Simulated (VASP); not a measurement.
Set up this calculation in VASP 6.6.1, as the native input.

```yaml
Task: single point
Functional: PBE
Potentials_or_basis: VASP PAW PBE potentials, release 64 (Tl_d, O, La)
Cutoff: 520 eV
k_mesh: 8 × 8 × 8
Occupations: fermi-dirac, width 0.02 eV
Spin: no spin polarisation
Dipole_correction: no
Further_INCAR_settings: ALGO = Normal; EDIFF = 1e-07; NBANDS = 46
```

The structure of LaTlO2 lies in POSCAR:

```
LaTlO2
1.0
   -2.5660275194      2.5660275194      5.8915087641
    2.5660275194     -2.5660275194      5.8915087641
    2.5660275194      2.5660275194     -5.8915087641
Tl O La
2 4 2
Direct
    0.7500000000      0.2500000000      0.5000000000
    0.0000000000      0.0000000000      0.0000000000
    0.4520396026     -0.0479603974      0.5000000000
    0.7020396026      0.7020396026      0.0000000000
    0.0479603974      0.5479603974      0.5000000000
    0.2979603974      0.2979603974      0.0000000000
    0.2500000000      0.7500000000      0.5000000000
    0.5000000000      0.5000000000      0.0000000000
```

The input as run:

INCAR

```
SYSTEM = LaTlO2
PREC = Accurate
ENCUT = 520
EDIFF = 1E-7
ISMEAR = -1
SIGMA = 0.02
LREAL = .FALSE.
LASPH = .TRUE.
NELM = 80
ALGO = Normal
ISIF = 2
LWAVE = .FALSE.
LCHARG = .TRUE.
GGA = PE
LELF = .TRUE.
LVHAR = .TRUE.
NBANDS = 46
```

KPOINTS

```
Automatic mesh
0
G
  8 8 8
  0 0 0
```

Potentials or basis: VASP PAW PBE potentials, release 64 (Tl_d, O, La).

Launch:

```sh
$ cat potpaw_PBE.64/Tl_d/POTCAR potpaw_PBE.64/O/POTCAR potpaw_PBE.64/La/POTCAR > POTCAR
$ mpirun -np 1 vasp_std > vasp.out
```

Results of the run:

```json
{
  "Pressure": "-0.2 GPa",
  "Largest force": "0.005 eV/Å",
  "Band gap on the k mesh": "1.02 eV (least direct gap 1.39 eV)"
}
```

Caveat: spin-orbit coupling is left out, which moves the levels of the heavy elements.

It took 15 min on 1 thread of AMD EPYC 7R13 Processor (Zen 3) (shared host), peak memory 0.64 GiB.
